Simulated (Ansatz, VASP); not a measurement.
Al in VASP and in Ansatz

```xyz
4
Lattice="2.7997 0.0000 0.0000 -1.3998 2.4246 0.0000 0.0000 0.0000 9.1921" Properties=species:S:1:pos:R:3 pbc="T T T"
Al    0.0000    0.0000    0.0000
Al    0.0000    1.6164    2.2980
Al    0.0000    0.0000    4.5961
Al    1.3998    0.8082    6.8941
```

Alike in both runs: task single point; functional PBE; dispersion D3(BJ); k mesh 18 × 18 × 6; occupations gaussian, width 0.15 eV; no spin polarisation.

|  | VASP | Ansatz |
| --- | --- | --- |
| version | VASP 6.6.1 | Ansatz 0.2.0 |
| potentials or method | VASP PAW PBE potentials, release 64 (Al), cutoff 520 eV | scalar-relativistic, plane waves, PAW |
| valence electrons in the cell | 12 | 12 |

```csv
,VASP,Ansatz,Ansatz less VASP
gap on the k mesh at the Fermi level (eV),none,none,-
pressure (GPa),1.4,1.4,+0.03
```

A gap of «none» marks a metal or a gap that the smearing closes.
